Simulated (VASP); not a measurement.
Write the native input for VASP 6.6.1 that does the following.

* Task: single point
* Functional: PBEsol
* Potentials or basis: VASP PAW PBE potentials, release 64 (Ge_d)
* Cutoff: 520 eV
* k mesh: 9 × 9 × 1
* Occupations: gaussian, width 0.1 eV
* Spin: no spin polarisation
* Dipole correction: yes
* Further INCAR settings: ALGO = Normal; EDIFF = 1e-06; NBANDS = 81

The structure of Ge lies in POSCAR:

```
Ge
1.0
    3.9969678635      0.0000000000      0.0000000000
   -1.9984839317      3.4614757079      0.0000000000
    0.0000000000      0.0000000000     29.0227094328
Ge
10
Direct
    0.6666666667      0.3333333333      0.2584183264
    0.3333333333      0.6666666667      0.2870159030
    0.3333333333      0.6666666667      0.3720597691
    0.6666666667      0.3333333333      0.4006573456
    0.6666666667      0.3333333333      0.4857012117
    0.3333333333      0.6666666667      0.5142987883
    0.3333333333      0.6666666667      0.5993426544
    0.6666666667      0.3333333333      0.6279402309
    0.6666666667      0.3333333333      0.7129840970
    0.3333333333      0.6666666667      0.7415816736
```

The input as run:

INCAR

```
SYSTEM = Ge
ALGO = Normal ; DIPOL = 0.5 0.5 0.500
EDIFF = 1E-6 ; ENCUT = 520
GGA = PS ; IDIPOL = 3
ISIF = 2 ; ISMEAR = 0
LASPH = .True. ; LCHARG = .True.
LDIPOL = .True. ; LELF = .True.
LREAL = .False. ; LVACPOTAV = .True.
LVHAR = .True. ; LWAVE = .False.
NBANDS = 81 ; NELM = 100
PREC = Accurate ; SIGMA = 0.1
```

KPOINTS

```
k-points
0
Gamma
  9 9 1
  0 0 0
```

Potentials or basis: VASP PAW PBE potentials, release 64 (Ge_d).

Launch:

```sh
$ cat potpaw_PBE.64/Ge_d/POTCAR > POTCAR
$ mpirun -np 1 vasp_std > vasp.out
```

Results of the run:

| Item | Value |
| --- | --- |
| Largest force | 0.217 eV/Å |
| Band gap on the k mesh | zero (bands 70 and 71 overlap by 0.58 eV) |

Caveat: the PAW data sets were made with another functional, which shifts forces and pressure a little.

It took 6.6 min on 1 thread of Intel(R) Xeon(R) 6975P-C (Granite Rapids), on a shared host, peak memory 0.6 GiB.
